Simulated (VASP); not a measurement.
# Si (a cell with a defect) in VASP: single point with PBEsol

Aim: the single point of Si (a cell with a defect) with PBEsol.

Program: VASP 6.6.1. These are calculated values, not measurements. Logs are shortened: lines on timing, memory, paths and dates and some standing lists are left out, and cuts for length are marked.

### 1 The cell of the first run

The cell holds a defect, 17 atoms: a = 7.679 Å, b = 7.679 Å, c = 7.679 Å, α = 60.00°, β = 60.00°, γ = 60.00°.

### 2 Single point, PBEsol

The input, INCAR:

```
ALGO = Normal ; EDIFF = 1E-7
ENCUT = 520 ; GGA = PS
ISIF = 2 ; ISMEAR = 0
LASPH = True ; LCHARG = True
LELF = True ; LREAL = Auto
LVHAR = True ; LWAVE = False
NBANDS = 48 ; NELM = 80
PREC = Accurate ; SIGMA = 0.05
```

The input, KPOINTS:

```
k-points
0
Gamma
  2 2 2
```

The input, POSCAR:

```
Si
1.0
    0.0000000000      5.4300000000      5.4300000000
    5.4300000000      0.0000000000      5.4300000000
    5.4300000000      5.4300000000      0.0000000000
Si
17
Direct
    0.0070794074      0.0076059709     -0.0241327016
    0.1256289664      0.1259249263      0.1106064643
   -0.0201362608     -0.0197954360      0.4803533029
    0.1060544086      0.1064043098      0.6065656964
    0.0172273619      0.4965201890     -0.0033350709
    0.1555504218      0.6134518832      0.1136958701
    0.0070332351      0.4757156260      0.5078061342
    0.1256349885      0.6104622488      0.6260704842
    0.4962188829      0.0175378856     -0.0033131584
    0.6130290858      0.1558972583      0.1138120918
    0.4753861004      0.0074684227      0.5077150450
    0.6101332073      0.1259596072      0.6260994961
    0.5222144436      0.5225913351      0.0227641037
    0.6497386203      0.6500500161      0.1502007402
    0.4962216098      0.4965445907      0.5176871740
    0.6130783559      0.6136174536      0.6560564241
    0.8064259652      0.8065316124      0.3065796039
```

Potentials or basis: VASP PAW PBE potentials, release 64 (Si).

Run with:

```
> cat potpaw_PBE.64/Si/POTCAR > POTCAR
> mpirun -np 1 vasp_std > vasp.out
```

OUTCAR:

```text
EDIFF = 1E-7
   ENCUT = 520
   GGA = PS
   ISIF = 2
   ISMEAR = 0
   LASPH = True
   LREAL = Auto
   NELM = 80
   PREC = Accurate

 ion  position               nearest neighbor table
   1  0.007  0.008  0.976-   2 2.33   4 2.34  17 2.40  10 2.48   6 2.48
   2  0.126  0.126  0.111-   9 2.33   5 2.33   1 2.33   3 2.34
   3  0.980  0.980  0.480-  12 2.34   8 2.34   2 2.34   4 2.37
   4  0.106  0.106  0.607-   1 2.34   7 2.34  11 2.34   3 2.37
   5  0.017  0.497  0.997-   8 2.33   2 2.33   6 2.34  14 2.34
   6  0.156  0.613  0.114-   5 2.34  13 2.34  17 2.41   7 2.48   1 2.48
   7  0.007  0.476  0.508-   8 2.33   4 2.34  17 2.40  16 2.48   6 2.48
   8  0.126  0.610  0.626-  15 2.33   5 2.33   7 2.33   3 2.34
   9  0.496  0.018  0.997-  12 2.33   2 2.33  10 2.34  14 2.34
  10  0.613  0.156  0.114-   9 2.34  13 2.34  17 2.42  11 2.48   1 2.48
  11  0.475  0.007  0.508-  12 2.33   4 2.34  17 2.40  16 2.47  10 2.48
  12  0.610  0.126  0.626-  15 2.33   9 2.33  11 2.33   3 2.34
  13  0.522  0.523  0.023-   6 2.34  10 2.34  16 2.34  14 2.40
  14  0.650  0.650  0.150-  15 2.34   9 2.34   5 2.34  13 2.40  17 2.94
  15  0.496  0.497  0.518-  12 2.33   8 2.33  16 2.34  14 2.34
  16  0.613  0.614  0.656-  15 2.34  13 2.34  17 2.42  11 2.47   7 2.48
  17  0.806  0.807  0.307-   1 2.40   7 2.40  11 2.40   6 2.41  10 2.42  16 2.42  14 2.94

  LATTYP: Found a face centered cubic cell.
 ALAT       =    10.8600000000

  Lattice vectors:

 A1 = (   0.0000000000,   5.4300000000,   5.4300000000)
 A2 = (   5.4300000000,   0.0000000000,   5.4300000000)
 A3 = (   5.4300000000,   5.4300000000,   0.0000000000)

Analysis of symmetry for initial positions (statically):
=====================================================================
 Subroutine PRICEL returns:
 Original cell was already a primitive cell.

 Routine SETGRP: Setting up the symmetry group for a
 face centered cubic supercell.

 Subroutine GETGRP returns: Found  1 space group operations
 (whereof  1 operations were pure point group operations)
 out of a pool of 48 trial point group operations.

The static configuration has the point symmetry C_1 .

Analysis of symmetry for dynamics (positions and initial velocities):
=====================================================================
 Subroutine PRICEL returns:
 Original cell was already a primitive cell.

 Routine SETGRP: Setting up the symmetry group for a
 face centered cubic supercell.

 Subroutine GETGRP returns: Found  1 space group operations
 (whereof  1 operations were pure point group operations)
 out of a pool of 48 trial point group operations.

The dynamic configuration has the point symmetry C_1 .

 Subroutine INISYM returns: Found  1 space group operations
 (whereof  1 operations are pure point group operations),
 and found     1 'primitive' translations

----------------------------------------------------------------------------------------

                                     Primitive cell

  volume of cell :     320.2060

  direct lattice vectors                    reciprocal lattice vectors
     0.000000000  5.430000000  5.430000000    -0.092081031  0.092081031  0.092081031
     5.430000000  0.000000000  5.430000000     0.092081031 -0.092081031  0.092081031
     5.430000000  5.430000000  0.000000000     0.092081031  0.092081031 -0.092081031

  length of vectors
     7.679179644  7.679179644  7.679179644     0.159489025  0.159489025  0.159489025

  position of ions in fractional coordinates (direct lattice)
     0.007079407  0.007605971  0.975867298
     0.125628966  0.125924926  0.110606464
     0.979863739  0.980204564  0.480353303
     0.106054409  0.106404310  0.606565696
     0.017227362  0.496520189  0.996664929
     0.155550422  0.613451883  0.113695870
[... 9 lines left out ...]
     0.613078356  0.613617454  0.656056424
     0.806425965  0.806531612  0.306579604

  ion indices of the primitive-cell ions
   primitive index   ion index
                 1           1
                 2           2
                 3           3
                 4           4
                 5           5
                 6           6
[... 9 lines left out ...]
                16          16
                17          17

----------------------------------------------------------------------------------------

 KPOINTS: k-points

Automatic generation of k-mesh.
 Grid dimensions read from file:
 generate k-points for:    2    2    2

 Generating k-lattice:

  Cartesian coordinates                     Fractional coordinates (reciprocal lattice)
    -0.046040516  0.046040516  0.046040516     0.500000000  0.000000000  0.000000000
     0.046040516 -0.046040516  0.046040516     0.000000000  0.500000000  0.000000000
     0.046040516  0.046040516 -0.046040516     0.000000000  0.000000000  0.500000000

  Length of vectors
     0.079744512  0.079744512  0.079744512

  Shift w.r.t. Gamma in fractional coordinates (k-lattice)
     0.000000000  0.000000000  0.000000000

 Subroutine IBZKPT returns following result:
 ===========================================

 Found      8 irreducible k-points:

 Following reciprocal coordinates:
            Coordinates               Weight
  0.000000  0.000000  0.000000      1.000000
  0.500000  0.000000  0.000000      1.000000
  0.000000  0.500000  0.000000      1.000000
  0.000000  0.000000  0.500000      1.000000
  0.500000  0.500000  0.500000      1.000000
  0.500000  0.500000  0.000000      1.000000
  0.000000  0.500000  0.500000      1.000000
  0.500000  0.000000  0.500000      1.000000
   k-points           NKPTS =      8   k-points in BZ     NKDIM =      8   number of bands    NBANDS=     48
   number of dos      NEDOS =    301   number of ions     NIONS =     17
   total plane-waves  NPLWV = 216000
   dimension x,y,z NGX =    60 NGY =   60 NGZ =   60
   dimension x,y,z NGXF=   120 NGYF=  120 NGZF=  120
   ions per type =              17
   NGX,Y,Z   is equivalent  to a cutoff of  12.99, 12.99, 12.99 a.u.
   NGXF,Y,Z  is equivalent  to a cutoff of  25.98, 25.98, 25.98 a.u.
 SYSTEM =  unknown system
   PREC   = accura    normal or accurate (medium, high low for compatibility)
   ISTART =      0    job   : 0-new  1-cont  2-samecut
   ICHARG =      2    charge: 1-file 2-atom 10-const
   ISPIN  =      1    spin polarized calculation?
   LNONCOLLINEAR =      F non collinear calculations
   LSORBIT =      F    spin-orbit coupling
   LASPH  =      T    aspherical Exc in radial PAW
   ENCUT  =  520.0 eV  38.22 Ry    6.18 a.u.  14.28 14.28 14.28*2*pi/ulx,y,z
   NELM   =     80;   NELMIN=  2; NELMDL= -5     # of ELM steps
   EDIFF  = 0.1E-06   stopping-criterion for ELM
   LREAL  =      T    real-space projection
   EDIFFG = 0.1E-05   stopping-criterion for IOM
   NSW    =      0    number of steps for IOM
   IBRION =     -1    ionic relax: 0-MD 1-quasi-New 2-CG
   NFREE  =      0    steps in history (QN), initial steepest desc. (CG)
   ISIF   =      2    stress and relaxation
   ISYM   =      2    0-nonsym 1-usesym 2-fastsym
   POTIM  = 0.5000    time-step for ionic-motion
   TEBEG  =    0.0;   TEEND  =   0.0 temperature during run
   PSTRESS=    0.0 pullay stress
   NELECT =      68.0000    total number of electrons
   NUPDOWN=      -1.0000    fix difference up-down
   EMIN   =  10.00;   EMAX   =-10.00  energy-range for DOS
   EFERMI =   0.00;   METHOD = LEGACY
   ISMEAR =     0;   SIGMA  =   0.05  broadening in eV -4-tet -1-fermi 0-gaus
   EFERMI_NEDOS =   21; number of points for ismear=-14 and -15
   IALGO  =     38    algorithm
   IMIX   =      4    mixing-type and parameters
     AMIX     =   0.40;   BMIX     =  1.00
     AMIX_MAG =   1.60;   BMIX_MAG =  1.00
  volume/ion in A,a.u.               =      18.84       127.11
  Fermi-wavevector in a.u.,A,eV,Ry     =   0.976715  1.845724 12.979587  0.953973
  Thomas-Fermi vector in A             =   2.107356
   LORBIT       =      0    0 simple, 1 ext, 2 COOP (PROOUT), +10 PAW based schemes
   GGA     = PS    functional components
   LHFCALC =     F    Hartree Fock is set to
   AEXX    =    0.0000 exact exchange contribution
   IVDW    =     0    specifies the selected vdW correction
   LEPSILON=     F    determine dielectric tensor
   LRPA    =     F    only Hartree local field effects (RPA)
 non-spin polarized calculation
 Gauss-broadening in eV      SIGMA  =   0.05
  energy-cutoff  :      520.00
  volume of cell :      320.21
 maximum number of plane-waves:      8646
 NGX is ok and might be reduce to    60
   NGX = 29   NGY = 29   NGZ = 29

 number of electron      68.0000000 magnetization

 Free energy of the ion-electron system (eV)
  ---------------------------------------------------
  ext. energy  EPLUGINS =         0.00000000
  ---------------------------------------------------
  free energy    TOTEN  =       -93.63360984 eV

  energy without entropy =      -93.63096668  energy(sigma->0) =      -93.63228826

 E-fermi :   6.5484     XC(G=0):  -9.8259

 val. band max:        6.4941802806   @ k =   0.5000   0.5000   0.5000
 cond. band min:       6.6123215365   @ k =   0.0000   0.0000   0.0000
 fundamental gap:      0.1181412558
 Fermi energy:         6.5483670820

 k-point     1 :       0.0000    0.0000    0.0000
  band No.  band energies     occupation
      1      -6.2748      2.00000
      2      -3.9030      2.00000
      3      -3.6796      2.00000
      4      -3.6796      2.00000
      5      -3.4042      2.00000
      6      -2.5829      2.00000
[... 38 lines left out ...]
     45       8.5840      0.00000
     46       8.7716      0.00000

 k-point     2 :       0.5000    0.0000    0.0000
  band No.  band energies     occupation
      1      -5.7951      2.00000
      2      -5.0556      2.00000
      3      -3.6065      2.00000
      4      -3.4929      2.00000
      5      -3.2415      2.00000
      6      -3.0533      2.00000
[... 38 lines left out ...]
     45       9.4522      0.00000
     46      10.0050      0.00000

 k-point     3 :       0.0000    0.5000    0.0000
  band No.  band energies     occupation
      1      -5.7952      2.00000
      2      -5.0556      2.00000
      3      -3.6065      2.00000
      4      -3.4929      2.00000
      5      -3.2414      2.00000
      6      -3.0534      2.00000
[... 38 lines left out ...]
     45       9.4522      0.00000
     46      10.0048      0.00000

 k-point     4 :       0.0000    0.0000    0.5000
  band No.  band energies     occupation
      1      -5.7952      2.00000
      2      -5.0556      2.00000
      3      -3.6064      2.00000
      4      -3.4929      2.00000
      5      -3.2414      2.00000
      6      -3.0534      2.00000
[... 38 lines left out ...]
     45       9.4521      0.00000
     46      10.0047      0.00000

 k-point     5 :       0.5000    0.5000    0.5000
  band No.  band energies     occupation
      1      -5.8719      2.00000
      2      -4.9230      2.00000
      3      -3.4570      2.00000
      4      -3.4569      2.00000
      5      -3.3904      2.00000
      6      -3.0184      2.00000
[... 38 lines left out ...]
     45       9.7209      0.00000
     46       9.9729      0.00000

 k-point     6 :       0.5000    0.5000    0.0000
  band No.  band energies     occupation
      1      -5.6655      2.00000
      2      -4.7492      2.00000
      3      -4.1244      2.00000
      4      -3.9328      2.00000
      5      -3.8417      2.00000
      6      -3.6360      2.00000
[... 38 lines left out ...]
     45      10.2392      0.00000
     46      10.3420      0.00000

 k-point     7 :       0.0000    0.5000    0.5000
  band No.  band energies     occupation
      1      -5.6655      2.00000
      2      -4.7493      2.00000
      3      -4.1244      2.00000
      4      -3.9329      2.00000
      5      -3.8416      2.00000
      6      -3.6360      2.00000
[... 38 lines left out ...]
     45      10.2398      0.00000
     46      10.3418      0.00000

 k-point     8 :       0.5000    0.0000    0.5000
  band No.  band energies     occupation
      1      -5.6655      2.00000
      2      -4.7492      2.00000
      3      -4.1244      2.00000
      4      -3.9329      2.00000
      5      -3.8416      2.00000
      6      -3.6360      2.00000
[... 38 lines left out ...]
     45      10.2394      0.00000
     46      10.3419      0.00000
 [bands above 46 left out]

------------------------ aborting loop because EDIFF is reached ----------------------------------------

  FORCE on cell =-STRESS in cart. coord.  units (eV):
  Direction    XX          YY          ZZ          XY          YZ          ZX
  --------------------------------------------------------------------------------------
  -------------------------------------------------------------------------------------
  Total        5.0201750      5.0237342      5.0273431     -0.7328289     -0.7302705     -0.7308873
  in kB       25.1188618     25.1366707     25.1547281     -3.6667701     -3.6539689     -3.6570554
  external PRESSURE =      25.1367535 kB  Pullay stress =       0.0000000 kB

 VOLUME and BASIS-vectors are now :
 -----------------------------------------------------------------------------
  energy-cutoff  :      520.00
  volume of cell :      320.21
      direct lattice vectors                 reciprocal lattice vectors
     0.000000000  5.430000000  5.430000000    -0.092081031  0.092081031  0.092081031
     5.430000000  0.000000000  5.430000000     0.092081031 -0.092081031  0.092081031
     5.430000000  5.430000000  0.000000000     0.092081031  0.092081031 -0.092081031

 POSITION                                       TOTAL-FORCE (eV/Angst)
 -----------------------------------------------------------------------------------
      5.34026      5.33740      0.07974         0.001551      0.004716     -0.010590
      1.28437      1.28276      1.36594         0.005338      0.003580     -0.019791
      7.93083      7.92898     10.64317         0.016592      0.016153      0.016051
      3.87143      3.86953      1.15365        -0.011545     -0.011693     -0.011484
      8.10800      5.50544      2.78965         0.004755     -0.008174     -0.008337
      3.94841      1.46201      4.17568        -0.002675      0.014663      0.015021
[... 9 lines left out ...]
      6.89433      6.89140      6.66096         0.012990      0.014958     -0.000780
      6.04419      6.04362      8.75836        -0.004832     -0.014881     -0.019594
 -----------------------------------------------------------------------------------
    total drift:                                0.003947      0.002034      0.001919

  FREE ENERGIE OF THE ION-ELECTRON SYSTEM (eV)
  ---------------------------------------------------
  free  energy   TOTEN  =       -93.6336098401 eV

  energy  without entropy=      -93.6309666828  energy(sigma->0) =      -93.63228826
```

It took 2.2 min on 1 thread of Intel Xeon Platinum 8488C (Sapphire Rapids), shared host; peak memory 0.46 GiB.

Results:

* Free energy: -93.6336 eV
* Pressure: 2.5 GPa
* Largest force: 0.028 eV/Å
* Band gap on the k mesh: 0.12 eV

Forces on the atoms (eV/Å):
```
Si   0.002  0.005 -0.011
Si   0.005  0.004 -0.020
Si   0.017  0.016  0.016
Si  -0.012 -0.012 -0.011
Si   0.005 -0.008 -0.008
Si  -0.003  0.015  0.015
Si   0.001 -0.011  0.006
Si   0.006 -0.020  0.003
Si  -0.008  0.005 -0.009
Si   0.013 -0.002  0.016
Si  -0.012  0.004  0.006
Si  -0.020  0.005  0.004
Si  -0.007 -0.007 -0.007
Si   0.013  0.014  0.015
Si  -0.008 -0.008  0.005
Si   0.013  0.015 -0.001
Si  -0.005 -0.015 -0.020
```

Levels at points of the mesh, in eV from the valence-band top:
| k point | band 30 | band 31 | band 32 | band 33 | band 34 | band 35 | band 36 | band 37 | band 38 | band 39 |
| --- | --- | --- | --- | --- | --- | --- | --- | --- | --- | --- |
| (0.00, 0.00, 0.00) | -1.23 | -1.02 | -0.47 | -0.47 | -0.28 | 0.12 | 0.12 | 0.44 | 0.44 | 0.98 |
| (0.50, 0.00, 0.00) | -1.24 | -1.17 | -1.13 | -0.64 | -0.13 | 0.43 | 0.78 | 1.08 | 1.26 | 1.49 |
| (0.00, 0.50, 0.00) | -1.24 | -1.17 | -1.12 | -0.64 | -0.13 | 0.43 | 0.78 | 1.08 | 1.26 | 1.49 |
| (0.00, 0.00, 0.50) | -1.24 | -1.17 | -1.12 | -0.64 | -0.13 | 0.44 | 0.78 | 1.08 | 1.26 | 1.49 |
| (0.50, 0.50, 0.50) | -1.17 | -1.17 | -1.03 | -1.03 | 0.00 | 0.54 | 0.54 | 1.39 | 1.39 | 1.40 |
| (0.50, 0.50, 0.00) | -1.64 | -1.63 | -1.47 | -0.30 | -0.05 | 0.63 | 1.60 | 1.65 | 1.78 | 2.12 |
| (0.00, 0.50, 0.50) | -1.64 | -1.63 | -1.47 | -0.30 | -0.05 | 0.63 | 1.60 | 1.65 | 1.78 | 2.12 |
| (0.50, 0.00, 0.50) | -1.64 | -1.63 | -1.47 | -0.30 | -0.05 | 0.63 | 1.60 | 1.65 | 1.78 | 2.12 |

Caveat: the k points lie up to 0.50 Å⁻¹ apart; the PAW data sets were made with another functional, which shifts forces and pressure a little.
